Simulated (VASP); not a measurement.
# Ca (Fd-3m) in VASP: notebook

Ca is run at these levels: PBE; tasks: single point.

All numbers are computed with VASP 6.6.1; they aren't measurements. Logs are shortened: lines on timing, memory, paths and dates and some standing lists are left out, and cuts for length are marked.

### Step 1. The cell of the first run

It takes space group Fd-3m (No. 227, cubic). The conventional cell has a = 6.826 Å, b = 6.826 Å, c = 6.826 Å, α = 90.00°, β = 90.00°, γ = 90.00°. Ca (site symmetry -43m) has 4 Ca at 2.96 Å within 3.9 Å.

This isn't the form of Ca at room conditions, which is fcc.

### Step 2. Single point, PBE (39.76 Å³/atom)

INCAR

```
SYSTEM = Ca
  PREC = Accurate
  ENCUT = 520
  EDIFF = 1E-6
  ISMEAR = -1
  SIGMA = 0.08
  LREAL = .FALSE.
  LASPH = .TRUE.
  NELM = 100
  ALGO = Normal
  ISIF = 2
  LWAVE = .FALSE.
  LCHARG = .FALSE.
  GGA = PE
  NBANDS = 17
```

KPOINTS

```
regular mesh
0
G
  10 10 10
  0 0 0
```

POSCAR

```
Ca
1.0
    0.0000000000      3.4130135837      3.4130135837
    3.4130135837      0.0000000000      3.4130135837
    3.4130135837      3.4130135837      0.0000000000
Ca
2
Direct
   -0.1250000000     -0.1250000000     -0.1250000000
    0.1250000000      0.1250000000      0.1250000000
```

Potentials or basis: VASP PAW PBE potentials, release 64 (Ca_sv).

Command:

```sh
$ cat potpaw_PBE.64/Ca_sv/POTCAR > POTCAR
$ mpirun -np 1 vasp_std > vasp.out
```

OUTCAR:

```text
SYSTEM = Ca
   PREC = Accurate
   ENCUT = 520
   EDIFF = 1E-6
   ISMEAR = -1
   LREAL = .FALSE.
   LASPH = .TRUE.
   NELM = 100
   ISIF = 2
   GGA = PE

 ion  position               nearest neighbor table
   1  0.875  0.875  0.875-   2 2.96   2 2.96   2 2.96   2 2.96
   2  0.125  0.125  0.125-   1 2.96   1 2.96   1 2.96   1 2.96

  LATTYP: Found a face centered cubic cell.
 ALAT       =     6.8260271674

  Lattice vectors:

 A1 = (   0.0000000000,   3.4130135837,   3.4130135837)
 A2 = (   3.4130135837,   0.0000000000,   3.4130135837)
 A3 = (   3.4130135837,   3.4130135837,   0.0000000000)

Analysis of symmetry for initial positions (statically):
=====================================================================
 Subroutine PRICEL returns:
 Original cell was already a primitive cell.

 Routine SETGRP: Setting up the symmetry group for a
 face centered cubic supercell.

 Subroutine GETGRP returns: Found 48 space group operations
 (whereof 12 operations were pure point group operations)
 out of a pool of 48 trial point group operations.

The static configuration has the point symmetry D_3d.
 The point group associated with its full space group is O_h .

Analysis of symmetry for dynamics (positions and initial velocities):
=====================================================================
 Subroutine PRICEL returns:
 Original cell was already a primitive cell.

 Routine SETGRP: Setting up the symmetry group for a
 face centered cubic supercell.

 Subroutine GETGRP returns: Found 48 space group operations
 (whereof 12 operations were pure point group operations)
 out of a pool of 48 trial point group operations.

The dynamic configuration has the point symmetry D_3d.
 The point group associated with its full space group is O_h .

 Subroutine INISYM returns: Found 48 space group operations
 (whereof 12 operations are pure point group operations),
 and found     1 'primitive' translations

----------------------------------------------------------------------------------------

                                     Primitive cell

  volume of cell :      79.5141

  direct lattice vectors                    reciprocal lattice vectors
     0.000000000  3.413013584  3.413013584    -0.146498098  0.146498098  0.146498098
[... 74 lines left out ...]
   NGX,Y,Z   is equivalent  to a cutoff of  12.40, 12.40, 12.40 a.u.
   NGXF,Y,Z  is equivalent  to a cutoff of  24.80, 24.80, 24.80 a.u.
 SYSTEM =  Ca
   PREC   = accura    normal or accurate (medium, high low for compatibility)
   ISTART =      0    job   : 0-new  1-cont  2-samecut
   ICHARG =      2    charge: 1-file 2-atom 10-const
   ISPIN  =      1    spin polarized calculation?
   LNONCOLLINEAR =      F non collinear calculations
   LSORBIT =      F    spin-orbit coupling
   LASPH  =      T    aspherical Exc in radial PAW
   ENCUT  =  520.0 eV  38.22 Ry    6.18 a.u.   8.97  8.97  8.97*2*pi/ulx,y,z
   NELM   =    100;   NELMIN=  2; NELMDL= -5     # of ELM steps
   EDIFF  = 0.1E-05   stopping-criterion for ELM
   LREAL  =      F    real-space projection
   EDIFFG = 0.1E-04   stopping-criterion for IOM
   NSW    =      0    number of steps for IOM
   IBRION =     -1    ionic relax: 0-MD 1-quasi-New 2-CG
   NFREE  =      0    steps in history (QN), initial steepest desc. (CG)
   ISIF   =      2    stress and relaxation
   ISYM   =      2    0-nonsym 1-usesym 2-fastsym
   POTIM  = 0.5000    time-step for ionic-motion
   TEBEG  =    0.0;   TEEND  =   0.0 temperature during run
   PSTRESS=    0.0 pullay stress
   NELECT =      20.0000    total number of electrons
   NUPDOWN=      -1.0000    fix difference up-down
   EMIN   =  10.00;   EMAX   =-10.00  energy-range for DOS
   EFERMI =   0.00;   METHOD = LEGACY
   ISMEAR =    -1;   SIGMA  =   0.08  broadening in eV -4-tet -1-fermi 0-gaus
   EFERMI_NEDOS =   21; number of points for ismear=-14 and -15
   IALGO  =     38    algorithm
   IMIX   =      4    mixing-type and parameters
     AMIX     =   0.40;   BMIX     =  1.00
     AMIX_MAG =   1.60;   BMIX_MAG =  1.00
  volume/ion in A,a.u.               =      39.76       268.29
  Fermi-wavevector in a.u.,A,eV,Ry     =   1.033404  1.952850 14.529986  1.067924
  Thomas-Fermi vector in A             =   2.167649
   LORBIT       =      0    0 simple, 1 ext, 2 COOP (PROOUT), +10 PAW based schemes
   GGA     = PE    functional components
   LHFCALC =     F    Hartree Fock is set to
   AEXX    =    0.0000 exact exchange contribution
   IVDW    =     0    specifies the selected vdW correction
   LEPSILON=     F    determine dielectric tensor
   LRPA    =     F    only Hartree local field effects (RPA)
 non-spin polarized calculation
  energy-cutoff  :      520.00
  volume of cell :       79.51
 maximum number of plane-waves:      2164
   NGX = 17   NGY = 17   NGZ = 17

 number of electron      20.0000004 magnetization

 Free energy of the ion-electron system (eV)
  ---------------------------------------------------
  ext. energy  EPLUGINS =         0.00000000
  ---------------------------------------------------
  free energy    TOTEN  =        -0.89835836 eV

  energy without entropy =       -0.83393163  energy(sigma->0) =       -0.86614499

 E-fermi :   2.0282     XC(G=0):  -7.8138

 val. band max:        2.0276362534   @ k =   0.4000   0.2000   0.1000
 cond. band min:       2.0303214668   @ k =  -0.4000   0.3000   0.1000
 fundamental gap:      0.0026852134
 Fermi energy:         2.0281602701

 k-point     1 :       0.0000    0.0000    0.0000
  band No.  band energies     occupation
      1     -40.3826      2.00000
      2     -40.1316      2.00000
      3     -21.5387      2.00000
      4     -21.5387      2.00000
      5     -21.5387      2.00000
      6     -21.0860      2.00000
[... 457 lines left out ...]
      4     -21.6280      2.00000
      5     -21.4236      2.00000
      6     -21.2144      2.00000
[... 9 lines left out ...]
     16       4.3672      0.00000
     17       4.5875      0.00000

 [... further k-points ...]
[... 5 lines left out ...]
  --------------------------------------------------------------------------------------
  -------------------------------------------------------------------------------------
  Total        2.2945824      2.2945824      2.2945824     -0.0000000     -0.0000000     -0.0000000
  in kB       46.2349282     46.2349282     46.2349282     -0.0000000     -0.0000000     -0.0000000
  external PRESSURE =      46.2349282 kB  Pullay stress =       0.0000000 kB

 VOLUME and BASIS-vectors are now :
 -----------------------------------------------------------------------------
  energy-cutoff  :      520.00
  volume of cell :       79.51
      direct lattice vectors                 reciprocal lattice vectors
     0.000000000  3.413013584  3.413013584    -0.146498098  0.146498098  0.146498098
     3.413013584  0.000000000  3.413013584     0.146498098 -0.146498098  0.146498098
     3.413013584  3.413013584  0.000000000     0.146498098  0.146498098 -0.146498098

 POSITION                                       TOTAL-FORCE (eV/Angst)
 -----------------------------------------------------------------------------------
      5.97277      5.97277      5.97277         0.000000      0.000000     -0.000000
      0.85325      0.85325      0.85325        -0.000000     -0.000000      0.000000
 -----------------------------------------------------------------------------------
    total drift:                                0.000000      0.000000      0.000000

  FREE ENERGIE OF THE ION-ELECTRON SYSTEM (eV)
  ---------------------------------------------------
  free  energy   TOTEN  =        -0.8983583610 eV

  energy  without entropy=       -0.8339316265  energy(sigma->0) =       -0.86614499
```

Run time: 66 s. Hardware: 1 thread of Intel Xeon 8259CL, shared host; peak memory 0.22 GiB.

Results:

| Item | Value |
| --- | --- |
| Free energy | -0.8984 eV |
| Pressure | 4.6 GPa |
| Band gap on the k mesh | zero (bands 10 and 11 overlap by 0.97 eV) |

Caveat: the cell stands under pressure.

### Step 3. Single point, PBE (46.12 Å³/atom)

This run uses another cell than the first one, of 46.12 Å³/atom.

INCAR

```
SYSTEM = Ca
PREC     = Accurate       ! precision mode
ENCUT    = 520            ! plane-wave cutoff, eV
EDIFF    = 1E-6           ! SCF threshold, eV
ISMEAR   = -1             ! smearing method
SIGMA    = 0.08           ! smearing width, eV
LREAL    = .False.        ! projectors in reciprocal space
LASPH    = .True.         ! aspherical terms in the spheres
NELM     = 80             ! most SCF steps
ALGO     = Normal         ! electronic algorithm
ISIF     = 2              ! what is computed and relaxed
LWAVE    = .False.        ! write WAVECAR
LCHARG   = .False.        ! write CHGCAR
GGA      = PE             ! functional
NBANDS   = 17             ! bands
```

KPOINTS

```
regular mesh
0
Gamma
  10 10 10
  0 0 0
```

POSCAR

```
Ca
1.0
    0.0000000000      3.5861133544      3.5861133544
    3.5861133544      0.0000000000      3.5861133544
    3.5861133544      3.5861133544      0.0000000000
Ca
2
Direct
   -0.1250000000     -0.1250000000     -0.1250000000
    0.1250000000      0.1250000000      0.1250000000
```

Potentials or basis: VASP PAW PBE potentials, release 64 (Ca_sv).

Command:

```sh
$ cat potpaw_PBE.64/Ca_sv/POTCAR > POTCAR
$ mpirun -np 1 vasp_std > vasp.out
```

Run time: 1.9 min. Hardware: 1 thread of Intel Xeon 8259CL, shared host; peak memory 0.26 GiB.

It converged, with:

```yaml
Free_energy: -1.2144 eV
Pressure: 3.3 GPa
Band_gap_on_the_k_mesh: zero (bands 10 and 11 overlap by 1.19 eV)
```

Levels at points of the mesh, in eV from the Fermi level:
```tsv
k point	band 8	band 9	band 10	band 11	band 12	band 13
(0.00, 0.00, 0.00)	-23.34	-3.61	0.77	0.77	0.91	0.91
(0.50, 0.00, 0.00)	-23.31	-1.71	-0.95	0.60	0.60	1.04
(0.50, 0.50, 0.00)	-23.27	-0.77	-0.77	0.09	0.09	1.29
```

Caveat: the cell stands under pressure.

### Step 4. Single point, PBE (46.12 Å³/atom)

This run uses another cell than the first one, of 46.12 Å³/atom.

INCAR

```
PREC = Accurate
ENCUT = 520
EDIFF = 1E-7
ISMEAR = -1
SIGMA = 0.08
LREAL = False
LASPH = True
NELM = 100
ALGO = Normal
ISIF = 2
LWAVE = False
LCHARG = False
GGA = PE
NBANDS = 17
```

KPOINTS

```
regular mesh
0
Gamma
  10 10 10
```

POSCAR is that of step 3.

Command:

```sh
$ cat potpaw_PBE.64/Ca_sv/POTCAR > POTCAR
$ mpirun -np 1 vasp_std > vasp.out
```

Run time: 2.4 min. Hardware: 1 thread of Intel Xeon 8259CL, shared host; peak memory 0.26 GiB.

The run converged. Its results:

| Item | Value |
| --- | --- |
| Free energy | -1.2144 eV |
| Pressure | 3.3 GPa |
| Band gap on the k mesh | zero (bands 10 and 11 overlap by 1.19 eV) |

Levels at points of the mesh, in eV from the Fermi level:
| k point | band 6 | band 7 | band 8 | band 9 | band 10 | band 11 | band 12 | band 13 | band 14 | band 15 |
| --- | --- | --- | --- | --- | --- | --- | --- | --- | --- | --- |
| (0.00, 0.00, 0.00) | -23.34 | -23.34 | -23.34 | -3.61 | 0.77 | 0.77 | 0.91 | 0.91 | 0.91 | 1.97 |
| (0.50, 0.00, 0.00) | -23.36 | -23.31 | -23.31 | -1.71 | -0.95 | 0.60 | 0.60 | 1.04 | 1.15 | 1.15 |
| (0.50, 0.50, 0.00) | -23.50 | -23.27 | -23.27 | -0.77 | -0.77 | 0.09 | 0.09 | 1.29 | 1.29 | 2.33 |

Caveat: the cell stands under pressure.

### Step 5. Single point, PBE (54.07 Å³/atom)

This run uses another cell than the first one, of 54.07 Å³/atom.

INCAR

```
  PREC = Accurate
  ENCUT = 520
  EDIFF = 1E-6
  ISMEAR = -1
  SIGMA = 0.08
  LREAL = F
  LASPH = T
  NELM = 80
  ALGO = Normal
  ISIF = 2
  LWAVE = F
  LCHARG = T
  GGA = PE
  LELF = T
  LVHAR = T
  NBANDS = 17
```

KPOINTS

```
Automatic mesh
0
Gamma
  10 10 10
```

POSCAR

```
Ca
1.0
    0.0000000000      3.7813857759      3.7813857759
    3.7813857759      0.0000000000      3.7813857759
    3.7813857759      3.7813857759      0.0000000000
Ca
2
Direct
   -0.1250000000     -0.1250000000     -0.1250000000
    0.1250000000      0.1250000000      0.1250000000
```

Potentials or basis: VASP PAW PBE potentials, release 64 (Ca_sv).

Command:

```sh
$ cat potpaw_PBE.64/Ca_sv/POTCAR > POTCAR
$ mpirun -np 1 vasp_std > vasp.out
```

OUTCAR:

```text
PREC = Accurate
   ENCUT = 520
   EDIFF = 1E-6
   ISMEAR = -1
   LREAL = F
   LASPH = T
   NELM = 80
   ISIF = 2
   GGA = PE

 ion  position               nearest neighbor table
   1  0.875  0.875  0.875-
   2  0.125  0.125  0.125-

  LATTYP: Found a face centered cubic cell.
 ALAT       =     7.5627715518

  Lattice vectors:

 A1 = (   0.0000000000,   3.7813857759,   3.7813857759)
 A2 = (   3.7813857759,   0.0000000000,   3.7813857759)
 A3 = (   3.7813857759,   3.7813857759,   0.0000000000)

Analysis of symmetry for initial positions (statically):
=====================================================================
 Subroutine PRICEL returns:
 Original cell was already a primitive cell.

 Routine SETGRP: Setting up the symmetry group for a
 face centered cubic supercell.

 Subroutine GETGRP returns: Found 48 space group operations
 (whereof 12 operations were pure point group operations)
 out of a pool of 48 trial point group operations.

[... 152 lines left out ...]

 number of electron      20.0000003 magnetization

 Free energy of the ion-electron system (eV)
  ---------------------------------------------------
  ext. energy  EPLUGINS =         0.00000000
  ---------------------------------------------------
  free energy    TOTEN  =        -1.48958852 eV

  energy without entropy =       -1.41199015  energy(sigma->0) =       -1.45078934

 E-fermi :   0.9112     XC(G=0):  -6.8878

 val. band max:        0.8988730158   @ k =  -0.2000   0.3000   0.1000
 cond. band min:       0.9296189322   @ k =   0.5000   0.3000   0.0000
 fundamental gap:      0.0307459164
 Fermi energy:         0.9112078972

 k-point     1 :       0.0000    0.0000    0.0000
  band No.  band energies     occupation
      1     -41.8060      2.00000
      2     -41.7245      2.00000
      3     -22.8669      2.00000
      4     -22.8669      2.00000
      5     -22.8669      2.00000
      6     -22.6685      2.00000
[... 457 lines left out ...]
      4     -22.9010      2.00000
      5     -22.8156      2.00000
      6     -22.7240      2.00000
[... 9 lines left out ...]
     16       2.7448      0.00000
     17       2.8918      0.00000

 [... further k-points ...]
[... 5 lines left out ...]
  --------------------------------------------------------------------------------------
  -------------------------------------------------------------------------------------
  Total        1.5089779      1.5089779      1.5089779     -0.0000000     -0.0000000     -0.0000000
  in kB       22.3568452     22.3568452     22.3568452     -0.0000000     -0.0000000     -0.0000000
  external PRESSURE =      22.3568452 kB  Pullay stress =       0.0000000 kB

 VOLUME and BASIS-vectors are now :
 -----------------------------------------------------------------------------
  energy-cutoff  :      520.00
  volume of cell :      108.14
      direct lattice vectors                 reciprocal lattice vectors
     0.000000000  3.781385776  3.781385776    -0.132226657  0.132226657  0.132226657
     3.781385776  0.000000000  3.781385776     0.132226657 -0.132226657  0.132226657
     3.781385776  3.781385776  0.000000000     0.132226657  0.132226657 -0.132226657

 POSITION                                       TOTAL-FORCE (eV/Angst)
 -----------------------------------------------------------------------------------
      6.61743      6.61743      6.61743        -0.000000     -0.000000     -0.000000
      0.94535      0.94535      0.94535         0.000000      0.000000      0.000000
 -----------------------------------------------------------------------------------
    total drift:                                0.000000      0.000000     -0.000000

  FREE ENERGIE OF THE ION-ELECTRON SYSTEM (eV)
  ---------------------------------------------------
  free  energy   TOTEN  =        -1.4895885227 eV

  energy  without entropy=       -1.4119901496  energy(sigma->0) =       -1.45078934
```

OSZICAR:

```text
N       E                     dE             d eps       ncg     rms          rms(c)
DAV:   1     0.167306012833E+03    0.16731E+03   -0.97592E+03  1598   0.101E+03
DAV:   2     0.804799572793E+01   -0.15926E+03   -0.15757E+03  1850   0.303E+02
DAV:   3    -0.118993149059E+01   -0.92379E+01   -0.91168E+01  3107   0.512E+01
DAV:   4    -0.150098484460E+01   -0.31105E+00   -0.31035E+00  2019   0.104E+01
DAV:   5    -0.151630075208E+01   -0.15316E-01   -0.15298E-01  2625   0.156E+00    0.220E+00
DAV:   6    -0.149320414497E+01    0.23097E-01   -0.39004E-02  2072   0.159E+00    0.135E+00
DAV:   7    -0.149026074201E+01    0.29434E-02   -0.29297E-02  2094   0.161E+00    0.179E-01
DAV:   8    -0.148948800737E+01    0.77273E-03   -0.49344E-03  2047   0.532E-01    0.290E-02
DAV:   9    -0.148958870517E+01   -0.10070E-03   -0.63308E-04  2614   0.110E-01    0.366E-02
DAV:  10    -0.148959011681E+01   -0.14116E-05   -0.40454E-05  2091   0.567E-02    0.348E-03
DAV:  11    -0.148958817650E+01    0.19403E-05   -0.41508E-06  2085   0.138E-02    0.514E-03
DAV:  12    -0.148958852273E+01   -0.34624E-06   -0.11751E-06  1354   0.759E-03
   1 F= -.14895885E+01 E0= -.14507893E+01  d E =-.775984E-01
```

stdout:

```text
POSCAR found type information on POSCAR Ca
 POSCAR found :  1 types and       2 ions
 scaLAPACK will be used
 LDA part: xc-table for (Slater+PW92), standard interpolation
 POSCAR, INCAR and KPOINTS ok, starting setup
 FFT: planning ... GRIDC
 FFT: planning ... GRID_SOFT
 FFT: planning ... GRID
 WAVECAR not read
 entering main loop
```

Run time: 1.9 min. Hardware: 1 thread of Intel Xeon 8259CL, shared host; peak memory 0.27 GiB.

Results:

- Free energy: -1.4896 eV
- Pressure: 2.2 GPa
- Band gap on the k mesh: zero (bands 10 and 11 overlap by 1.17 eV)

Levels at points of the mesh, in eV from the Fermi level:
```
           k point  band 6  band 7  band 8  band 9  band 10  band 11  band 12  band 13  band 14  band 15
(0.00, 0.00, 0.00)  -23.58  -23.58  -23.58   -3.44     0.81     0.81     0.81     0.82     0.82     1.77
(0.50, 0.00, 0.00)  -23.59  -23.56  -23.56   -1.81    -0.93     0.66     0.66     0.90     1.04     1.04
(0.50, 0.50, 0.00)  -23.68  -23.54  -23.54   -0.84    -0.84     0.05     0.05     1.16     1.16     1.95
```

### Step 6. Single point, PBE (62.02 Å³/atom)

This run uses another cell than the first one, of 62.02 Å³/atom.

INCAR

```
ALGO = Normal
EDIFF = 1E-6
ENCUT = 520
GGA = PE
ISIF = 2
ISMEAR = -1
LASPH = True
LCHARG = True
LELF = True
LREAL = False
LVHAR = True
LWAVE = False
NBANDS = 17
NELM = 80
PREC = Accurate
SIGMA = 0.08
```

KPOINTS

```
k-points
0
Gamma
  10 10 10
```

POSCAR

```
Ca
1.0
    0.0000000000      3.9583380665      3.9583380665
    3.9583380665      0.0000000000      3.9583380665
    3.9583380665      3.9583380665      0.0000000000
Ca
2
Direct
   -0.1250000000     -0.1250000000     -0.1250000000
    0.1250000000      0.1250000000      0.1250000000
```

Potentials or basis: VASP PAW PBE potentials, release 64 (Ca_sv).

Command:

```sh
$ cat potpaw_PBE.64/Ca_sv/POTCAR > POTCAR
$ mpirun -np 1 vasp_std > vasp.out
```

It took 2.7 min on 1 thread of Intel Xeon 8259CL, shared host; peak memory 0.29 GiB.

The run converged. Its results:

| Quantity | Value |
| --- | --- |
| Free energy | -1.6691 eV |
| Pressure | 1.4 GPa |
| Band gap on the k mesh | zero (bands 10 and 11 overlap by 1.01 eV) |

Levels at points of the mesh, in eV from the Fermi level:
```tsv
k point	band 7	band 8	band 9	band 10	band 11	band 12	band 13	band 14
(0.00, 0.00, 0.00)	-23.77	-23.77	-3.29	0.73	0.73	0.73	0.85	0.85
(0.50, 0.00, 0.00)	-23.76	-23.76	-1.86	-0.92	0.70	0.70	0.82	0.95
(0.50, 0.50, 0.00)	-23.74	-23.74	-0.93	-0.93	0.09	0.09	1.02	1.02
```

### Step 7. The runs side by side

```csv
cell,gap on the mesh (eV),pressure (GPa)
"a = 4.827 Å, angles 60.0°, 2 atoms",none,4.6
"a = 5.072 Å, angles 60.0°, 2 atoms",none,3.3
"a = 5.348 Å, angles 60.0°, 2 atoms",none,2.2
"a = 5.598 Å, angles 60.0°, 2 atoms",none,1.4
```

Alike in all rows: task single point; level PBE; potentials or basis VASP PAW PBE potentials, release 64 (Ca_sv); no spin polarisation; k mesh 10 × 10 × 10; cutoff (eV) 520; smearing fermi-dirac 0.08 eV.

Caveats: the cell stands under pressure (at least some runs).

Total energies depend on the potentials used, so only differences within one code and one set of settings carry meaning.

The gap in the log of VASP goes by the Fermi energy; the results here count the filled bands.